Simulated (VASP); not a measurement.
# Cu4Mo (I4/mmm) in VASP: single point with PBE

Aim: the single point of Cu4Mo with PBE.

Everything below comes from runs of VASP 6.6.1. Logs are shortened: lines on timing, memory, paths and dates and some standing lists are left out, and cuts for length are marked.

## Step 1: The cell of the first run

Symmetry: I4/mmm, No. 139, tetragonal system. The conventional cell has a = 4.135 Å, b = 4.135 Å, c = 7.576 Å, α = 90.00°, β = 90.00°, γ = 90.00°. Cu (site symmetry 4mm) has 1 Mo at 1.91 Å within 2.5 Å. Within 3.0 Å of Cu (site symmetry mmm) lie 2 Mo at 2.07 Å and 12 Cu at 2.79 to 2.92 Å. Mo (site symmetry 4/mmm) has 6 Cu at 1.91 to 2.07 Å within 2.5 Å.

The cell was generated, and may not be a known phase.

## Step 2: Single point, PBE

Contents of INCAR:

```
ALGO = Normal
EDIFF = 1E-6
ENCUT = 820
GGA = PE
GGA_COMPAT = F
ISIF = 2
ISMEAR = 0
LASPH = T
LCHARG = F
LREAL = F
LWAVE = F
NBANDS = 53
NELM = 120
PREC = Accurate
SIGMA = 0.1
```

Contents of KPOINTS:

```
k-points
0
Gamma
  6 6 6
```

Contents of POSCAR:

```
Cu4Mo
1.0
   -2.0677251800      2.0677251800      3.7882357600
    2.0677251800     -2.0677251800      3.7882357600
    2.0677251800      2.0677251800     -3.7882357600
Cu Mo
4 1
Direct
    0.7481527900      0.7481527900      0.0000000000
    0.5000000000      0.0000000000      0.5000000000
    0.0000000000      0.5000000000      0.5000000000
    0.2518472100      0.2518472100      0.0000000000
    0.0000000000      0.0000000000      0.0000000000
```

Potentials or basis: VASP PAW PBE potentials, release 64 (Cu_sv_GW, Mo_sv).

On the command line:

```console
$ cat potpaw_PBE.64/Cu_sv_GW/POTCAR potpaw_PBE.64/Mo_sv/POTCAR > POTCAR
$ mpirun -np 1 vasp_std > vasp.out
```

OUTCAR:

```text
EDIFF = 1E-6
   ENCUT = 820
   GGA = PE
   ISIF = 2
   ISMEAR = 0
   LASPH = T
   LREAL = F
   NELM = 120
   PREC = Accurate

 ion  position               nearest neighbor table
   1  0.748  0.748  0.000-   5 1.91
   2  0.500  0.000  0.500-   5 2.07   5 2.07
   3  0.000  0.500  0.500-   5 2.07   5 2.07
   4  0.252  0.252  0.000-   5 1.91
   5  0.000  0.000  0.000-   1 1.91   4 1.91   3 2.07   2 2.07   3 2.07   2 2.07

  LATTYP: Found a body centered tetragonal cell.
 ALAT       =     4.1354503600
 C/A-ratio  =     1.8320789419

  Lattice vectors:

 A1 = (  -2.0677251800,   2.0677251800,   3.7882357600)
 A2 = (   2.0677251800,  -2.0677251800,   3.7882357600)
 A3 = (   2.0677251800,   2.0677251800,  -3.7882357600)

Analysis of symmetry for initial positions (statically):
=====================================================================
 Subroutine PRICEL returns:
 Original cell was already a primitive cell.

 Routine SETGRP: Setting up the symmetry group for a
 body centered tetragonal supercell.

 Subroutine GETGRP returns: Found 16 space group operations
 (whereof 16 operations were pure point group operations)
 out of a pool of 16 trial point group operations.

The static configuration has the point symmetry D_4h.

Analysis of symmetry for dynamics (positions and initial velocities):
=====================================================================
 Subroutine PRICEL returns:
 Original cell was already a primitive cell.

 Routine SETGRP: Setting up the symmetry group for a
 body centered tetragonal supercell.

 Subroutine GETGRP returns: Found 16 space group operations
 (whereof 16 operations were pure point group operations)
 out of a pool of 16 trial point group operations.

The dynamic configuration has the point symmetry D_4h.

 Subroutine INISYM returns: Found 16 space group operations
 (whereof 16 operations are pure point group operations),
 and found     1 'primitive' translations

----------------------------------------------------------------------------------------

                                     Primitive cell

  volume of cell :      64.7862

  direct lattice vectors                    reciprocal lattice vectors
    -2.067725180  2.067725180  3.788235760     0.000000000  0.241811632  0.131987561
     2.067725180 -2.067725180  3.788235760     0.241811632  0.000000000  0.131987561
     2.067725180  2.067725180 -3.788235760     0.241811632  0.241811632  0.000000000

  length of vectors
     4.785572590  4.785572590  4.785572590     0.275487897  0.275487897  0.341973289

  position of ions in fractional coordinates (direct lattice)
     0.748152790  0.748152790  0.000000000
     0.500000000  0.000000000  0.500000000
     0.000000000  0.500000000  0.500000000
     0.251847210  0.251847210  0.000000000
     0.000000000  0.000000000  0.000000000

  ion indices of the primitive-cell ions
   primitive index   ion index
                 1           1
                 2           2
                 3           3
                 4           4
                 5           5

----------------------------------------------------------------------------------------

 KPOINTS: k-points

Automatic generation of k-mesh.
 Grid dimensions read from file:
 generate k-points for:    6    6    6

 Generating k-lattice:

  Cartesian coordinates                     Fractional coordinates (reciprocal lattice)
     0.000000000  0.040301939  0.021997927     0.166666667  0.000000000  0.000000000
     0.040301939  0.000000000  0.021997927     0.000000000  0.166666667  0.000000000
     0.040301939  0.040301939  0.000000000     0.000000000  0.000000000  0.166666667

  Length of vectors
     0.045914650  0.045914650  0.056995548

  Shift w.r.t. Gamma in fractional coordinates (k-lattice)
     0.000000000  0.000000000  0.000000000

 Subroutine IBZKPT returns following result:
 ===========================================

 Found     30 irreducible k-points:

 Following reciprocal coordinates:
            Coordinates               Weight
  0.000000  0.000000  0.000000      1.000000
  0.166667  0.000000  0.000000      8.000000
  0.333333 -0.000000  0.000000      8.000000
  0.500000 -0.000000  0.000000      4.000000
  0.166667  0.166667  0.000000      8.000000
  0.333333  0.166667  0.000000     16.000000
[... 16 lines left out ...]
 -0.333333 -0.333333  0.166667      8.000000
 -0.166667 -0.333333  0.166667      8.000000
 [... further k-points ...]
   k-points           NKPTS =     30   k-points in BZ     NKDIM =     30   number of bands    NBANDS=     53
   number of dos      NEDOS =    301   number of ions     NIONS =      5
   total plane-waves  NPLWV = 110592
   dimension x,y,z NGX =    48 NGY =   48 NGZ =   48
   dimension x,y,z NGXF=    96 NGYF=   96 NGZF=   96
   ions per type =               4   1
   NGX,Y,Z   is equivalent  to a cutoff of  16.67, 16.67, 16.67 a.u.
   NGXF,Y,Z  is equivalent  to a cutoff of  33.35, 33.35, 33.35 a.u.
 SYSTEM =  unknown system
   PREC   = accura    normal or accurate (medium, high low for compatibility)
   ISTART =      0    job   : 0-new  1-cont  2-samecut
   ICHARG =      2    charge: 1-file 2-atom 10-const
   ISPIN  =      1    spin polarized calculation?
   LNONCOLLINEAR =      F non collinear calculations
   LSORBIT =      F    spin-orbit coupling
   LASPH  =      T    aspherical Exc in radial PAW
   ENCUT  =  820.0 eV  60.27 Ry    7.76 a.u.  11.17 11.17 11.17*2*pi/ulx,y,z
   NELM   =    120;   NELMIN=  2; NELMDL= -5     # of ELM steps
   EDIFF  = 0.1E-05   stopping-criterion for ELM
   LREAL  =      F    real-space projection
   EDIFFG = 0.1E-04   stopping-criterion for IOM
   NSW    =      0    number of steps for IOM
   IBRION =     -1    ionic relax: 0-MD 1-quasi-New 2-CG
   NFREE  =      0    steps in history (QN), initial steepest desc. (CG)
   ISIF   =      2    stress and relaxation
   ISYM   =      2    0-nonsym 1-usesym 2-fastsym
   POTIM  = 0.5000    time-step for ionic-motion
   TEBEG  =    0.0;   TEEND  =   0.0 temperature during run
   PSTRESS=    0.0 pullay stress
   NELECT =      90.0000    total number of electrons
   NUPDOWN=      -1.0000    fix difference up-down
   EMIN   =  10.00;   EMAX   =-10.00  energy-range for DOS
   EFERMI =   0.00;   METHOD = LEGACY
   ISMEAR =     0;   SIGMA  =   0.10  broadening in eV -4-tet -1-fermi 0-gaus
   EFERMI_NEDOS =   21; number of points for ismear=-14 and -15
   IALGO  =     38    algorithm
   IMIX   =      4    mixing-type and parameters
     AMIX     =   0.40;   BMIX     =  1.00
     AMIX_MAG =   1.60;   BMIX_MAG =  1.00
  volume/ion in A,a.u.               =      12.96        87.44
  Fermi-wavevector in a.u.,A,eV,Ry     =   1.826676  3.451917 45.399161  3.336744
  Thomas-Fermi vector in A             =   2.881938
   LORBIT       =      0    0 simple, 1 ext, 2 COOP (PROOUT), +10 PAW based schemes
   GGA     = PE    functional components
   LHFCALC =     F    Hartree Fock is set to
   AEXX    =    0.0000 exact exchange contribution
   IVDW    =     0    specifies the selected vdW correction
   LEPSILON=     F    determine dielectric tensor
   LRPA    =     F    only Hartree local field effects (RPA)
 non-spin polarized calculation
 Gauss-broadening in eV      SIGMA  =   0.10
  energy-cutoff  :      820.00
  volume of cell :       64.79
 maximum number of plane-waves:      3505
 NGX is ok and might be reduce to    48
   NGX = 23   NGY = 23   NGZ = 23

 number of electron      90.0000011 magnetization

 Free energy of the ion-electron system (eV)
  ---------------------------------------------------
  ext. energy  EPLUGINS =         0.00000000
  ---------------------------------------------------
  free energy    TOTEN  =       -11.98627674 eV

  energy without entropy =      -11.96276499  energy(sigma->0) =      -11.97452087

 E-fermi :   8.8559     XC(G=0): -12.9213

 val. band max:        8.8417012404   @ k =  -0.3333   0.5000   0.3333
 cond. band min:       8.8618826872   @ k =   0.5000   0.5000   0.5000
 fundamental gap:      0.0201814468
 Fermi energy:         8.8559477385

 k-point     1 :       0.0000    0.0000    0.0000
  band No.  band energies     occupation
      1    -105.1409      2.00000
      2    -105.1392      2.00000
      3    -105.0926      2.00000
      4    -105.0905      2.00000
      5     -63.0207      2.00000
      6     -63.0092      2.00000
[... 45 lines left out ...]
     52      15.3430      0.00000
     53      15.4473      0.00000

 k-point     2 :       0.1667    0.0000    0.0000
  band No.  band energies     occupation
      1    -105.1409      2.00000
      2    -105.1388      2.00000
      3    -105.0926      2.00000
      4    -105.0906      2.00000
      5     -63.0238      2.00000
      6     -63.0089      2.00000
[... 45 lines left out ...]
     52      15.5849      0.00000
     53      16.2363      0.00000

 k-point     3 :       0.3333   -0.0000    0.0000
  band No.  band energies     occupation
      1    -105.1411      2.00000
      2    -105.1384      2.00000
      3    -105.0926      2.00000
      4    -105.0912      2.00000
      5     -63.0299      2.00000
      6     -63.0084      2.00000
[... 45 lines left out ...]
     52      15.7667      0.00000
     53      16.0754      0.00000
[... 1065 lines left out ...]
 k-point    23 :      -0.3333   -0.3333    0.1667
  band No.  band energies     occupation
      1    -105.1416      2.00000
      2    -105.1380      2.00000
      3    -105.0928      2.00000
      4    -105.0909      2.00000
      5     -63.0280      2.00000
      6     -63.0078      2.00000
[... 45 lines left out ...]
     52      15.9857      0.00000
     53      17.4180      0.00000

 k-point    24 :      -0.1667   -0.3333    0.1667
  band No.  band energies     occupation
      1    -105.1414      2.00000
      2    -105.1383      2.00000
      3    -105.0927      2.00000
      4    -105.0906      2.00000
      5     -63.0245      2.00000
      6     -63.0082      2.00000
[... 45 lines left out ...]
     52      16.3952      0.00000
     53      16.6815      0.00000

 [... further k-points ...]

------------------------ aborting loop because EDIFF is reached ----------------------------------------

  FORCE on cell =-STRESS in cart. coord.  units (eV):
  Direction    XX          YY          ZZ          XY          YZ          ZX
  --------------------------------------------------------------------------------------
  -------------------------------------------------------------------------------------
  Total       25.6605601     25.6605601     45.3926174      0.0000000      0.0000000      0.0000000
  in kB      634.5912669    634.5912669   1122.5693612      0.0000000      0.0000000      0.0000000
  external PRESSURE =     797.2506317 kB  Pullay stress =       0.0000000 kB

 VOLUME and BASIS-vectors are now :
 -----------------------------------------------------------------------------
  energy-cutoff  :      820.00
  volume of cell :       64.79
      direct lattice vectors                 reciprocal lattice vectors
    -2.067725180  2.067725180  3.788235760     0.000000000  0.241811632  0.131987561
     2.067725180 -2.067725180  3.788235760     0.241811632  0.000000000  0.131987561
     2.067725180  2.067725180 -3.788235760     0.241811632  0.241811632  0.000000000

 POSITION                                       TOTAL-FORCE (eV/Angst)
 -----------------------------------------------------------------------------------
      0.00000      0.00000      5.66836        -0.000000     -0.000000    -13.142055
      0.00000      2.06773      0.00000         0.000000      0.000000     -0.000000
      2.06773      0.00000      0.00000         0.000000      0.000000     -0.000000
      0.00000      0.00000      1.90811         0.000000      0.000000     13.142055
      0.00000      0.00000      0.00000         0.000000      0.000000     -0.000000
 -----------------------------------------------------------------------------------
    total drift:                               -0.000000     -0.000000      0.000000

  FREE ENERGIE OF THE ION-ELECTRON SYSTEM (eV)
  ---------------------------------------------------
  free  energy   TOTEN  =       -11.9862767392 eV

  energy  without entropy=      -11.9627649913  energy(sigma->0) =      -11.97452087
```

It took 8.1 min on 1 thread of Intel Xeon Platinum 8259CL at 2.50GHz (Skylake/Cascade Lake), shared host; peak memory 0.45 GiB.

What came out:

* Free energy: -11.9863 eV
* Pressure: 79.7 GPa
* Largest force: 13.142 eV/Å
* Band gap on the k mesh: zero (bands 45 and 46 overlap by 0.99 eV)

Forces in eV/Å, atoms in the order of the input:
```
Cu    0.000   0.000 -13.142
Cu    0.000   0.000   0.000
Cu    0.000   0.000   0.000
Cu    0.000   0.000  13.142
Mo    0.000   0.000   0.000
```

Levels at points of the mesh, in eV from the Fermi level:
```tsv
k point	band 43	band 44	band 45	band 46	band 47	band 48
(0.00, 0.00, 0.00)	-0.51	0.53	0.53	1.54	1.86	3.75
(0.50, 0.00, 0.00)	-0.71	-0.59	-0.05	-0.03	1.08	1.11
(0.50, 0.50, 0.00)	-2.42	-1.74	-1.45	-0.35	0.19	0.79
(0.50, 0.50, 0.50)	-0.36	0.01	0.01	0.46	1.45	1.45
```

Caveat: atoms lie so close that the PAW spheres overlap strongly, which falsifies energies and pressures; the stress differs along the axes, from 63 to 112 GPa; forces of over 1 eV/Å act on the atoms, so gaps and moduli don't describe the material at rest.

The gap in the log of VASP goes by the Fermi energy; the results here count the filled bands.